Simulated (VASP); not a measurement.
The system is Ti.

```
Ti
1.0
     0.00000    8.45116    8.45116
     8.45116    0.00000    8.45116
     8.45116    8.45116    0.00000
Ti
8
Direct
  0.80625 0.06458 0.06458
  0.18542 0.18542 0.18542
  0.18542 0.18542 0.44375
  0.18542 0.44375 0.18542
  0.06458 0.80625 0.06458
  0.06458 0.06458 0.06458
  0.06458 0.06458 0.80625
  0.44375 0.18542 0.18542
```

The cell was generated, and may not be a known phase.

| Quantity | Value |
| --- | --- |
| Program | VASP 6.6.1 |
| Task | relaxation of cell and atoms |
| Functional | PBE |
| Potentials or basis | VASP PAW PBE potentials, release 64 (Ti_sv) |
| Cutoff | 600 eV |
| k mesh | 2 × 2 × 2 |
| Occupations | gaussian, width 0.1 eV |
| Spin | no spin polarisation |

At the start: pressure -2.2 GPa; volume 150.90 Å³/atom.

Task: How do energy, volume and symmetry change on relaxing?

Result: Over 10 steps the energy falls by 717.4 meV/atom and the volume is 91.92 Å³/atom (-39.1 %); space group Fd-3m (No. 227, to 0.1 Å) before and after.

The path:
| step | energy change (eV) | largest force (eV/Å) | pressure (GPa) | volume (Å³) |
| --- | --- | --- | --- | --- |
| 1 | 0.0000 | 2.3912 | -2.21 | 1207.20 |
| 2 | -5.4251 | 0.7581 | -0.87 | 879.42 |
| 3 | -5.6678 | 0.2018 | -0.08 | 820.76 |
| 4 | -5.6651 | 0.0725 | -0.19 | 827.53 |
| 5 | -5.6775 | 0.0247 | -0.21 | 819.82 |
| 6 | -5.6992 | 0.0850 | -0.25 | 801.96 |
| 7 | -5.7122 | 0.2917 | -0.32 | 767.02 |
| 8 | -5.7232 | 0.2322 | -0.25 | 759.55 |
| 9 | -5.7377 | 0.0925 | -0.08 | 742.86 |
| 10 | -5.7392 | 0.0267 | 0.00 | 735.36 |

Final structure:
```cif
data_structure
_symmetry_space_group_name_H-M 'P 1'
_symmetry_Int_Tables_number 1
_cell_length_a 10.1314
_cell_length_b 10.1314
_cell_length_c 10.1314
_cell_angle_alpha 60.000
_cell_angle_beta 60.000
_cell_angle_gamma 60.000
_cell_volume 735.36
loop_
_atom_site_label
_atom_site_type_symbol
_atom_site_fract_x
_atom_site_fract_y
_atom_site_fract_z
_atom_site_occupancy
Ti1 Ti 0.81324 0.06225 0.06225 1
Ti2 Ti 0.18775 0.18775 0.18775 1
Ti3 Ti 0.18775 0.18775 0.43676 1
Ti4 Ti 0.18775 0.43676 0.18775 1
Ti5 Ti 0.06225 0.81324 0.06225 1
Ti6 Ti 0.06225 0.06225 0.06225 1
Ti7 Ti 0.06225 0.06225 0.81324 1
Ti8 Ti 0.43676 0.18775 0.18775 1
```

Caveat: the volume moved by over 15 % at a fixed basis, so the end points are rough.
